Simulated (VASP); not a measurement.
A run of VASP 6.6.1 is set up as follows.

INCAR

```
SYSTEM = Al4N5
PREC     = Accurate       ! precision mode
ENCUT    = 520            ! plane-wave cutoff, eV
EDIFF    = 1E-6           ! SCF threshold, eV
ISMEAR   = 0              ! smearing method
SIGMA    = 0.05           ! smearing width, eV
LREAL    = .FALSE.        ! projectors in reciprocal space
LASPH    = .TRUE.         ! aspherical terms in the spheres
NELM     = 150            ! most SCF steps
ALGO     = Normal         ! electronic algorithm
ISIF     = 2              ! what is computed and relaxed
LWAVE    = .FALSE.        ! write WAVECAR
LCHARG   = .FALSE.        ! write CHGCAR
ISPIN    = 2              ! spin polarisation
MAGMOM   = 0 0 0 0 3 0 0 0 0 ! initial moments
LORBIT   = 11             ! projections on sites
LDIPOL   = .TRUE.       
IDIPOL   = 3            
DIPOL    = 0.5 0.5 0.356
GGA      = PE             ! functional
NBANDS   = 32             ! bands
```

File KPOINTS:

```
Automatic mesh
0
G
  9 9 1
  0 0 0
```

POSCAR

```
Al4N5
1.0
    3.1297683445      0.0000000000      0.0000000000
   -1.5648841723      2.7104588943      0.0000000000
    0.0000000000      0.0000000000     25.0621509606
N Al
5 4
Direct
    0.3333333333      0.6666666667      0.1596032203
    0.6666666667      0.3333333333      0.2597004396
    0.3333333333      0.6666666667      0.3620561642
    0.6666666667      0.3333333333      0.4610505141
    0.3333333333      0.6666666667      0.6277254887
    0.6666666667      0.3333333333      0.1833176549
    0.3333333333      0.6666666667      0.2834148742
    0.6666666667      0.3333333333      0.3814237064
    0.3333333333      0.6666666667      0.4812895341
```

Potentials or basis: VASP PAW PBE potentials, release 64 (N, Al).

The run is started by

```sh
$ cat potpaw_PBE.64/N/POTCAR potpaw_PBE.64/Al/POTCAR > POTCAR
$ mpirun -np 1 vasp_std > vasp.out
```

Problem. Estimate the site moments.

Solution. N -0.03, -0.00, -0.01, -0.06, +1.87; Al -0.00, +0.00, -0.01, -0.04 μB.

Problem. What does it give for the largest force?

Solution. 2.716 eV/Å.

Forces in eV/Å, atoms in the order of the input:
```
N    0.000  0.000  2.071
N    0.000  0.000  2.034
N    0.000  0.000  0.068
N    0.000  0.000  0.120
N    0.000  0.000 -0.404
Al   0.000  0.000 -2.716
Al   0.000  0.000 -1.429
Al   0.000  0.000  0.013
Al   0.000  0.000  0.243
```
